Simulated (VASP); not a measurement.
Wanted: the native input for a VASP 6.6.1 run.

```yaml
Task: single point
Functional: RPBE
Potentials_or_basis: VASP PAW PBE potentials, release 64 (Os)
Cutoff: 520 eV
k_mesh: 14 × 14 × 14
Occupations: fermi-dirac, width 0.1 eV
Spin: no spin polarisation
Dipole_correction: no
Further_INCAR_settings: ALGO = Normal; EDIFF = 1e-06; NBANDS = 10
```

The structure of Os lies in POSCAR:

```
Os
1.0
    2.4979790307      0.0000000000      0.0000000000
    0.0000000000      2.4979790307      0.0000000000
    0.0000000000      0.0000000000      2.4979790307
Os
1
Direct
    0.0000000000      0.0000000000      0.0000000000
```

This cell differs from its parent crystal: volume scaled by 0.92.

These files were run (other wordings do the same):

INCAR

```
SYSTEM = Os
PREC = Accurate
ENCUT = 520
EDIFF = 1E-6
ISMEAR = -1
SIGMA = 0.1
LREAL = .False.
LASPH = .True.
NELM = 60
ALGO = Normal
ISIF = 2
LWAVE = .False.
LCHARG = .False.
GGA = RP
NBANDS = 10
```

KPOINTS

```
regular mesh
0
Gamma
  14 14 14
  0 0 0
```

Potentials or basis: VASP PAW PBE potentials, release 64 (Os).

Run with:

```bash
$ cat potpaw_PBE.64/Os/POTCAR > POTCAR
$ mpirun -np 1 vasp_std > vasp.out
```

It gave:

- Pressure: 26.5 GPa
- Band gap on the k mesh: zero (band 4 reaches 13.66 eV, above the bottom of band 5 at 7.11 eV)

Caveat: the PAW data sets were made with another functional, which shifts forces and pressure a little; spin-orbit coupling is left out, which moves the levels of the heavy elements.

Wall time 20 s on 1 thread of Intel Xeon 8259CL, on a shared host, peak memory 0.14 GiB.
